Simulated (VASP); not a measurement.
**Si2W: electric field gradients with PBE**

The system is Si2W.

```
Si W
1.0
    -1.61435    1.61435    3.93689
     1.61435   -1.61435    3.93689
     1.61435    1.61435   -3.93689
Si W
2 1
Direct
  0.33444 0.33444 0.00000
  0.66556 0.66556 0.00000
  0.00000 0.00000 0.00000
```

```
Program                : VASP 6.6.1
Task                   : electric field gradients
Functional             : PBE
Potentials or basis    : VASP PAW PBE potentials, release 64 (Si, W_sv)
Cutoff                 : 520 eV
k mesh                 : 18 × 18 × 18
Occupations            : fermi-dirac, width 0.15 eV
Spin                   : no spin polarisation
Dipole correction      : no
Further INCAR settings : ALGO = Normal; EDIFF = 1e-08; NBANDS = 18
```

The pressure is 0.1 GPa, the largest force is 0.003 eV/Å and the band gap on the k mesh is zero (band 11 reaches 12.48 eV, above the bottom of band 12 at 11.23 eV).

Forces in eV/Å, atoms in the order of the input:
```
Si   0.000  0.000 -0.003
Si   0.000  0.000  0.003
W    0.000  0.000  0.000
```

Stress tensor (GPa, compression positive):
```
0.11 0.00 0.00
0.00 0.11 0.00
0.00 0.00 0.03
```

Levels at points of the mesh, in eV from the Fermi level:
| k point | band 8 | band 9 | band 10 | band 11 | band 12 | band 13 | band 14 | band 15 |
| --- | --- | --- | --- | --- | --- | --- | --- | --- |
| (0.00, 0.00, 0.00) | -3.25 | -2.81 | -2.81 | 0.60 | 2.64 | 2.97 | 3.04 | 3.04 |
| (0.50, 0.00, 0.00) | -4.82 | -2.75 | -2.73 | -0.43 | 2.64 | 2.75 | 3.89 | 4.29 |
| (0.50, 0.50, 0.00) | -5.51 | -4.97 | -3.21 | -1.76 | 2.71 | 2.90 | 3.05 | 3.83 |
| (0.50, 0.50, 0.50) | -2.55 | -0.85 | -0.85 | -0.50 | -0.50 | 0.77 | 4.41 | 4.71 |

Electric field gradients, principal values (V/Å²):
```tsv
atom	least	middle	greatest (by size)
1 Si	4.545	4.545	-9.091
2 Si	4.545	4.545	-9.091
3 W	66.773	66.773	-133.546
```

Wall time 6.9 min on 1 thread of Intel(R) Xeon(R) Platinum 8488C (Sapphire Rapids) (shared host), peak memory 0.45 GiB.

Caveat: without QUAD_EFG the Cq values of the log hold for a quadrupole moment of 1 mb, not for the nuclei; spin-orbit coupling is left out, which moves the levels of the heavy elements.
